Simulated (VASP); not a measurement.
Write the native input for VASP 6.6.1 that does the following.

| Property | Result |
| --- | --- |
| Task | single point |
| Functional | LDA |
| Potentials or basis | VASP PAW LDA potentials, release 64 (Rb_sv) |
| Cutoff | 520 eV |
| k mesh | 14 × 14 × 14 |
| Occupations | gaussian, width 0.15 eV |
| Spin | no spin polarisation |
| Dipole correction | no |
| Further INCAR settings | ALGO = Fast; EDIFF = 1e-07; NBANDS = 10 |

The structure of Rb lies in POSCAR:

```
Rb
1.0
   -2.1890312237      2.1890312237      3.4275850900
    2.1890312237     -2.1890312237      3.4275850900
    2.1890312237      2.1890312237     -3.4275850900
Rb
1
Direct
    0.0000000000      0.0000000000      0.0000000000
```

One way to write it, as run:

INCAR

```
SYSTEM = Rb
ALGO = Fast ; EDIFF = 1E-7
ENCUT = 520 ; ISIF = 2
ISMEAR = 0 ; LASPH = .TRUE.
LCHARG = .FALSE. ; LREAL = .FALSE.
LWAVE = .FALSE. ; NBANDS = 10
NELM = 80 ; PREC = Accurate
SIGMA = 0.15
```

KPOINTS

```
k-points
0
G
  14 14 14
  0 0 0
```

Potentials or basis: VASP PAW LDA potentials, release 64 (Rb_sv).

Command:

```console
$ cat potpaw_LDA.64/Rb_sv/POTCAR > POTCAR
$ mpirun -np 1 vasp_std > vasp.out
```

It gave:

| Property | Result |
| --- | --- |
| Pressure | 0.8 GPa |
| Band gap on the k mesh | zero (an odd number of electrons rules out a gap without spin polarisation) |

Wall time 86 s on 1 thread of AMD EPYC 9R45 96-Core Processor (Zen 5) (shared host), peak memory 0.25 GiB.
